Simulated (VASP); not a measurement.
# Ru (Im-3m) in VASP: single point with r2SCAN

Aim: the single point of Ru with r2SCAN.

All numbers are computed with VASP 6.6.1; they aren't measurements. Logs are shortened: lines on timing, memory, paths and dates and some standing lists are left out, and cuts for length are marked.

## (1) The cell of the first run

It takes space group Im-3m (No. 229, cubic). Conventional cell: a = 3.019 Å, b = 3.019 Å, c = 3.019 Å, α = 90.00°, β = 90.00°, γ = 90.00°. Within 3.4 Å of Ru (site symmetry m-3m) lie 14 Ru at 2.61 to 3.02 Å.

This isn't the form of Ru at room conditions, which is hcp.

## (2) Single point, r2SCAN

File POSCAR:

```
Ru
1.0
   -1.5092818654      1.5092818654      1.5092818654
    1.5092818654     -1.5092818654      1.5092818654
    1.5092818654      1.5092818654     -1.5092818654
Ru
1
Direct
    0.0000000000      0.0000000000      0.0000000000
```

File INCAR.step1:

```
  PREC = Accurate
  ENCUT = 620
  ISMEAR = 0
  SIGMA = 0.1
  LREAL = F
  LASPH = T
  NELM = 120
  NBANDS = 14
  GGA = PE
  ALGO = Normal
  EDIFF = 1E-5
  LWAVE = T
  LCHARG = F
  GGA_COMPAT = F
```

File INCAR.step2:

```
  PREC = Accurate
  ENCUT = 620
  EDIFF = 1E-6
  ISMEAR = 0
  SIGMA = 0.1
  LREAL = F
  LASPH = T
  NELM = 120
  ALGO = Normal
  ISIF = 2
  LWAVE = F
  LCHARG = T
  METAGGA = R2SCAN
  LMIXTAU = T
  LELF = T
  LVHAR = T
  NBANDS = 14
  ISTART = 1
  GGA_COMPAT = F
```

File KPOINTS:

```
regular mesh
0
Gamma
  20 20 20
```

Potentials or basis: VASP PAW PBE potentials, release 64 (Ru_sv).

On the command line:

```console
$ cat potpaw_PBE.64/Ru_sv/POTCAR > POTCAR
$ cp INCAR.step1 INCAR
$ mpirun -np 1 vasp_std > vasp.out
$ cp INCAR.step2 INCAR
$ mpirun -np 1 vasp_std > vasp.out
```

OUTCAR:

```text
PREC = Accurate
   ENCUT = 620
   EDIFF = 1E-6
   ISMEAR = 0
   LREAL = F
   LASPH = T
   NELM = 120
   ISIF = 2
   METAGGA = R2SCAN
   ISTART = 1

 ion  position               nearest neighbor table
   1  0.000  0.000  0.000-

  LATTYP: Found a body centered cubic cell.
 ALAT       =     3.0185637308

  Lattice vectors:

 A1 = (  -1.5092818654,   1.5092818654,   1.5092818654)
 A2 = (   1.5092818654,  -1.5092818654,   1.5092818654)
 A3 = (   1.5092818654,   1.5092818654,  -1.5092818654)

Analysis of symmetry for initial positions (statically):
=====================================================================
 Subroutine PRICEL returns:
 Original cell was already a primitive cell.

 Routine SETGRP: Setting up the symmetry group for a
 body centered cubic supercell.

 Subroutine GETGRP returns: Found 48 space group operations
 (whereof 48 operations were pure point group operations)
 out of a pool of 48 trial point group operations.

The static configuration has the point symmetry O_h .

Analysis of symmetry for dynamics (positions and initial velocities):
=====================================================================
 Subroutine PRICEL returns:
 Original cell was already a primitive cell.

 Routine SETGRP: Setting up the symmetry group for a
 body centered cubic supercell.

 Subroutine GETGRP returns: Found 48 space group operations
 (whereof 48 operations were pure point group operations)
 out of a pool of 48 trial point group operations.

The dynamic configuration has the point symmetry O_h .

 Subroutine INISYM returns: Found 48 space group operations
 (whereof 48 operations are pure point group operations),
 and found     1 'primitive' translations

----------------------------------------------------------------------------------------

                                     Primitive cell

  volume of cell :      13.7522

  direct lattice vectors                    reciprocal lattice vectors
    -1.509281865  1.509281865  1.509281865     0.000000000  0.331283381  0.331283381
     1.509281865 -1.509281865  1.509281865     0.331283381  0.000000000  0.331283381
     1.509281865  1.509281865 -1.509281865     0.331283381  0.331283381  0.000000000

  length of vectors
     2.614152874  2.614152874  2.614152874     0.468505451  0.468505451  0.468505451

  position of ions in fractional coordinates (direct lattice)
     0.000000000  0.000000000  0.000000000

  ion indices of the primitive-cell ions
   primitive index   ion index
                 1           1

----------------------------------------------------------------------------------------

 KPOINTS: regular mesh

Automatic generation of k-mesh.
 Grid dimensions read from file:
 generate k-points for:   20   20   20

 Generating k-lattice:

  Cartesian coordinates                     Fractional coordinates (reciprocal lattice)
     0.000000000  0.016564169  0.016564169     0.050000000  0.000000000  0.000000000
     0.016564169  0.000000000  0.016564169     0.000000000  0.050000000  0.000000000
     0.016564169  0.016564169  0.000000000     0.000000000  0.000000000  0.050000000

  Length of vectors
     0.023425273  0.023425273  0.023425273

  Shift w.r.t. Gamma in fractional coordinates (k-lattice)
     0.000000000  0.000000000  0.000000000

 Subroutine IBZKPT returns following result:
 ===========================================

 Found    256 irreducible k-points:

 Following reciprocal coordinates:
            Coordinates               Weight
  0.000000  0.000000  0.000000      1.000000
  0.050000  0.000000  0.000000     12.000000
  0.100000  0.000000  0.000000     12.000000
  0.150000  0.000000  0.000000     12.000000
  0.200000  0.000000  0.000000     12.000000
  0.250000  0.000000  0.000000     12.000000
[... 16 lines left out ...]
  0.200000  0.100000  0.000000     48.000000
  0.250000  0.100000 -0.000000     48.000000
 [... further k-points ...]
   k-points           NKPTS =    256   k-points in BZ     NKDIM =    256   number of bands    NBANDS=     14
   number of dos      NEDOS =    301   number of ions     NIONS =      1
   total plane-waves  NPLWV =  13824
   dimension x,y,z NGX =    24 NGY =   24 NGZ =   24
   dimension x,y,z NGXF=    48 NGYF=   48 NGZF=   48
   ions per type =               1
   NGX,Y,Z   is equivalent  to a cutoff of  15.26, 15.26, 15.26 a.u.
   NGXF,Y,Z  is equivalent  to a cutoff of  30.53, 30.53, 30.53 a.u.
 SYSTEM =  unknown system
   PREC   = accura    normal or accurate (medium, high low for compatibility)
   ISTART =      1    job   : 0-new  1-cont  2-samecut
   ICHARG =      0    charge: 1-file 2-atom 10-const
   ISPIN  =      1    spin polarized calculation?
   LNONCOLLINEAR =      F non collinear calculations
   LSORBIT =      F    spin-orbit coupling
   LASPH  =      T    aspherical Exc in radial PAW
   ENCUT  =  620.0 eV  45.57 Ry    6.75 a.u.   5.31  5.31  5.31*2*pi/ulx,y,z
   NELM   =    120;   NELMIN=  2; NELMDL=  0     # of ELM steps
   EDIFF  = 0.1E-05   stopping-criterion for ELM
   LREAL  =      F    real-space projection
   EDIFFG = 0.1E-04   stopping-criterion for IOM
   NSW    =      0    number of steps for IOM
   IBRION =     -1    ionic relax: 0-MD 1-quasi-New 2-CG
   NFREE  =      0    steps in history (QN), initial steepest desc. (CG)
   ISIF   =      2    stress and relaxation
   ISYM   =      2    0-nonsym 1-usesym 2-fastsym
   POTIM  = 0.5000    time-step for ionic-motion
   TEBEG  =    0.0;   TEEND  =   0.0 temperature during run
   PSTRESS=    0.0 pullay stress
   NELECT =      16.0000    total number of electrons
   NUPDOWN=      -1.0000    fix difference up-down
   EMIN   =  10.00;   EMAX   =-10.00  energy-range for DOS
   EFERMI =   0.00;   METHOD = LEGACY
   ISMEAR =     0;   SIGMA  =   0.10  broadening in eV -4-tet -1-fermi 0-gaus
   EFERMI_NEDOS =   21; number of points for ismear=-14 and -15
   IALGO  =     38    algorithm
   IMIX   =      4    mixing-type and parameters
     AMIX     =   0.40;   BMIX     =  1.00
     AMIX_MAG =   1.60;   BMIX_MAG =  1.00
  volume/ion in A,a.u.               =      13.75        92.80
  Fermi-wavevector in a.u.,A,eV,Ry     =   1.721833  3.253793 40.337334  2.964710
  Thomas-Fermi vector in A             =   2.798011
   LORBIT       =      0    0 simple, 1 ext, 2 COOP (PROOUT), +10 PAW based schemes
   METAGGA = R2SCAN    functional components
   LHFCALC =     F    Hartree Fock is set to
   AEXX    =    0.0000 exact exchange contribution
   IVDW    =     0    specifies the selected vdW correction
   LEPSILON=     F    determine dielectric tensor
   LRPA    =     F    only Hartree local field effects (RPA)
 non-spin polarized calculation
 Gauss-broadening in eV      SIGMA  =   0.10
  energy-cutoff  :      620.00
  volume of cell :       13.75
 maximum number of plane-waves:       496
 NGX is ok and might be reduce to    24
   NGX = 11   NGY = 11   NGZ = 11

 number of electron      15.9999995 magnetization

 Free energy of the ion-electron system (eV)
  ---------------------------------------------------
  ext. energy  EPLUGINS =         0.00000000
  ---------------------------------------------------
  free energy    TOTEN  =       -24.81438044 eV

  energy without entropy =      -24.80517479  energy(sigma->0) =      -24.80977761

 E-fermi :  14.9584     XC(G=0): -15.4294

 val. band max:       14.9524466751   @ k =   0.4000   0.0500  -0.0000
 cond. band min:      14.9640338932   @ k =   0.2000   0.2000   0.1000
 fundamental gap:      0.0115872181
 Fermi energy:        14.9583942651

 k-point     1 :       0.0000    0.0000    0.0000
  band No.  band energies     occupation
      1     -60.4112      2.00000
      2     -28.9827      2.00000
      3     -28.9827      2.00000
      4     -28.9827      2.00000
      5       6.5152      2.00000
      6      11.9333      2.00000
      7      11.9333      2.00000
      8      11.9333      2.00000
      9      14.8871      1.68672
     10      14.8871      1.68672
     11      32.7931      0.00000
     12      32.7931      0.00000
     13      32.7931      0.00000
     14      44.3801      0.00000

 k-point     2 :       0.0500    0.0000    0.0000
  band No.  band energies     occupation
      1     -60.4063      2.00000
      2     -29.0114      2.00000
      3     -28.9918      2.00000
      4     -28.9828      2.00000
      5       6.6328      2.00000
      6      11.8786      2.00000
      7      11.9300      2.00000
      8      12.0339      2.00000
      9      14.8128      1.96053
     10      14.8902      1.66518
     11      32.8587      0.00000
     12      32.9234      0.00000
     13      32.9739      0.00000
     14      43.4401      0.00000

 k-point     3 :       0.1000    0.0000    0.0000
  band No.  band energies     occupation
      1     -60.3921      2.00000
      2     -29.0940      2.00000
      3     -29.0182      2.00000
      4     -28.9832      2.00000
      5       6.9728      2.00000
      6      11.7231      2.00000
      7      11.9135      2.00000
      8      12.3316      2.00000
      9      14.6313      2.00000
     10      14.9015      1.57862
     11      33.0048      0.00000
     12      33.2231      0.00000
     13      33.5048      0.00000
     14      41.9258      0.00000
[... 324 lines left out ...]
 k-point    23 :       0.2000    0.1000    0.0000
  band No.  band energies     occupation
      1     -60.3004      2.00000
      2     -29.5853      2.00000
      3     -29.1690      2.00000
      4     -29.0223      2.00000
      5       8.8616      2.00000
      6      10.9687      2.00000
      7      11.6131      2.00000
      8      14.1760      2.00000
      9      14.7765      1.98990
     10      15.2542      0.00003
     11      32.1259      0.00000
     12      32.3481      0.00000
     13      36.1011      0.00000
     14      38.7221      0.00000

 k-point    24 :       0.2500    0.1000   -0.0000
  band No.  band energies     occupation
      1     -60.2704      2.00000
      2     -29.7348      2.00000
      3     -29.2332      2.00000
      4     -29.0248      2.00000
      5       9.0579      2.00000
      6      10.6969      2.00000
      7      12.0702      2.00000
      8      14.3091      2.00000
      9      15.2802      0.00001
     10      15.8377      0.00000
     11      30.6531      0.00000
     12      31.5184      0.00000
     13      36.7285      0.00000
     14      37.8103      0.00000

 [... further k-points ...]

------------------------ aborting loop because EDIFF is reached ----------------------------------------

  FORCE on cell =-STRESS in cart. coord.  units (eV):
  Direction    XX          YY          ZZ          XY          YZ          ZX
  --------------------------------------------------------------------------------------
  -------------------------------------------------------------------------------------
  Total        0.3569082      0.3569082      0.3569082      0.0000000      0.0000000      0.0000000
  in kB       41.5811027     41.5811027     41.5811027      0.0000000      0.0000000      0.0000000
  external PRESSURE =      41.5811027 kB  Pullay stress =       0.0000000 kB

 VOLUME and BASIS-vectors are now :
 -----------------------------------------------------------------------------
  energy-cutoff  :      620.00
  volume of cell :       13.75
      direct lattice vectors                 reciprocal lattice vectors
    -1.509281865  1.509281865  1.509281865     0.000000000  0.331283381  0.331283381
     1.509281865 -1.509281865  1.509281865     0.331283381  0.000000000  0.331283381
     1.509281865  1.509281865 -1.509281865     0.331283381  0.331283381  0.000000000

 POSITION                                       TOTAL-FORCE (eV/Angst)
 -----------------------------------------------------------------------------------
      0.00000      0.00000      0.00000        -0.000000      0.000000      0.000000
 -----------------------------------------------------------------------------------
    total drift:                               -0.000000      0.000000      0.000000

  FREE ENERGIE OF THE ION-ELECTRON SYSTEM (eV)
  ---------------------------------------------------
  free  energy   TOTEN  =       -24.8143804366 eV

  energy  without entropy=      -24.8051747907  energy(sigma->0) =      -24.80977761
```

Wall time 2 min (1 thread of Intel Xeon Platinum 8259CL at 2.50GHz (Skylake/Cascade Lake), shared host); peak memory 0.19 GiB.

Results:

| Quantity | Value |
| --- | --- |
| Free energy | -24.8144 eV |
| Pressure | 4.2 GPa |
| Band gap on the k mesh | zero (bands 8 and 9 overlap by 3.74 eV) |

Caveat: the cell stands under pressure; the PAW data sets were made with another functional, which shifts forces and pressure a little.
